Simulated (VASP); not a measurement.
A run of VASP 6.6.1 is set up as follows.

The input INCAR:

```
SYSTEM = ZrB2
PREC     = Accurate       ! precision mode
ENCUT    = 520            ! plane-wave cutoff, eV
EDIFF    = 1E-7           ! SCF threshold, eV
ISMEAR   = 0              ! smearing method
SIGMA    = 0.15           ! smearing width, eV
LREAL    = .False.        ! projectors in reciprocal space
LASPH    = .True.         ! aspherical terms in the spheres
NELM     = 100            ! most SCF steps
ALGO     = Normal         ! electronic algorithm
ISIF     = 2              ! what is computed and relaxed
LWAVE    = .False.        ! write WAVECAR
LCHARG   = .False.        ! write CHGCAR
GGA      = CA             ! functional
NBANDS   = 16             ! bands
```

Contents of KPOINTS:

```
Automatic mesh
0
Gamma
  18 18 12
  0 0 0
```

The input POSCAR:

```
ZrB2
1.0
    3.0698482926      0.0000000000      0.0000000000
   -1.5349241463      2.6585666071      0.0000000000
    0.0000000000      0.0000000000      3.6328584695
Zr B
1 2
Direct
    0.0000000000      0.0000000000      0.0000000000
    0.3333333333      0.6666666667      0.5000000000
    0.6666666667      0.3333333333      0.5000000000
```

Potentials or basis: VASP PAW LDA potentials, release 64 (Zr_sv, B).

The run is started by

```sh
$ cat potpaw_LDA.64/Zr_sv/POTCAR potpaw_LDA.64/B/POTCAR > POTCAR
$ mpirun -np 1 vasp_std > vasp.out
```

Q: What does it give for the pressure?

A: 1.7 GPa.

Q: Predict the band gap on the k mesh.

A: Zero (band 9 reaches 11.66 eV, above the bottom of band 10 at 10.15 eV).

Stress tensor (GPa, compression positive):
```
  8.85   0.00   0.00
  0.00   8.85   0.00
  0.00   0.00 -12.75
```
